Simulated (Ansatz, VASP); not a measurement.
**SiC3: VASP beside Ansatz**

```xyz
4
Lattice="1.4154 0.8172 4.4277 -1.4154 0.8172 4.4277 0.0000 -1.6344 4.4277" Properties=species:S:1:pos:R:3 pbc="T T T"
C     1.4154    0.8172    4.5388
C     0.0000    0.0000    6.5128
C     0.0000    0.0000    5.0227
Si    0.0000    0.0000   11.5988
```

Change from the starting cell: uniaxial_z strain -5.2%.

Alike in both runs: task single point; functional r2SCAN; k mesh 10 × 10 × 10; no spin polarisation.

|  | VASP | Ansatz |
| --- | --- | --- |
| version | VASP 6.6.1 | Ansatz 0.2.0 |
| potentials or method | VASP PAW PBE potentials, release 64 (C, Si) | plane waves, PAW |
| plane-wave cutoff (eV) | 520 | 500 |
| occupations | gaussian, width 0.01 eV | fixed |
| valence electrons in the cell | 16 | 16 |

|  | VASP | Ansatz | Ansatz less VASP |
| --- | --- | --- | --- |
| gap on the k mesh at the Fermi level (eV) | 2.17 | 2.17 | -0.008 |
| pressure (GPa) | 19.5 | 19.5 | 0.00 |
| traceless stress, the component that is largest in VASP (GPa) | 28.57 | 28.57 | -0.005 |
| rms of the force components (eV/Å) | 0.033 | 0.000 | -0.0328 |

VASP's potentials were made for PBE, not for r2SCAN. Atom by atom the forces differ by 0.033 eV/Å (rms over components).
